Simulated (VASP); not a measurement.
Wanted: the native input for a VASP 6.6.1 run.

- Task: relaxation of cell and atoms
- Functional: PBE
- Potentials or basis: VASP PAW PBE potentials, release 64 (Mg, S)
- Cutoff: 600 eV
- k mesh: 6 × 6 × 4
- Occupations: gaussian, width 0.1 eV
- Spin: no spin polarisation
- Dipole correction: no
- Further INCAR settings: ALGO = Normal; EDIFF = 1e-07; IBRION = 2; EDIFFG = -0.04; NSW = 90; ISIF = 3

The structure of MgS lies in POSCAR:

```
MgS
1.0
    3.0951786600      0.0000000000      0.0000000000
    0.0000000000      3.0951786600      0.0000000000
    0.0000000000      0.0000000000      4.3896140000
Mg S
1 1
Direct
    0.0000000000      0.0000000000      0.0000000000
    0.5000000000      0.5000000000      0.5000000000
```

These files were run (other wordings do the same):

INCAR

```
SYSTEM = MgS
ALGO = Normal ; EDIFF = 1E-7
EDIFFG = -0.04 ; ENCUT = 600
GGA = PE ; IBRION = 2
ISIF = 3 ; ISMEAR = 0
LASPH = .True. ; LCHARG = .False.
LREAL = .False. ; LWAVE = .False.
NELM = 60 ; NSW = 90
PREC = Accurate ; SIGMA = 0.1
```

KPOINTS

```
k-points
0
Gamma
  6 6 4
  0 0 0
```

Potentials or basis: VASP PAW PBE potentials, release 64 (Mg, S).

Run with:

```bash
$ cat potpaw_PBE.64/Mg/POTCAR potpaw_PBE.64/S/POTCAR > POTCAR
$ mpirun -np 1 vasp_std > vasp.out
```

Results of the run:

```
Relaxed volume                         : 17.48 Å³/atom
Relaxed cell                           : a = 3.264 Å, b = 3.264 Å, c = 3.282 Å, α = 90.00°, β = 90.00°, γ = 90.00°
Space group after relaxing (to 0.05 Å) : Pm-3m (No. 221)
Energy gained by relaxing              : 677.5 meV/atom
Ionic steps                            : 11
Pressure after relaxing                : -0.1 GPa
Band gap on the k mesh                 : zero (filled and empty bands touch)
```

Caveat: the volume moved by over 15 % at a fixed basis, so the end points are rough.

Run time: 99 s on 1 thread of Intel(R) Xeon(R) Platinum 8488C (Sapphire Rapids), on a shared host, peak memory 0.18 GiB.
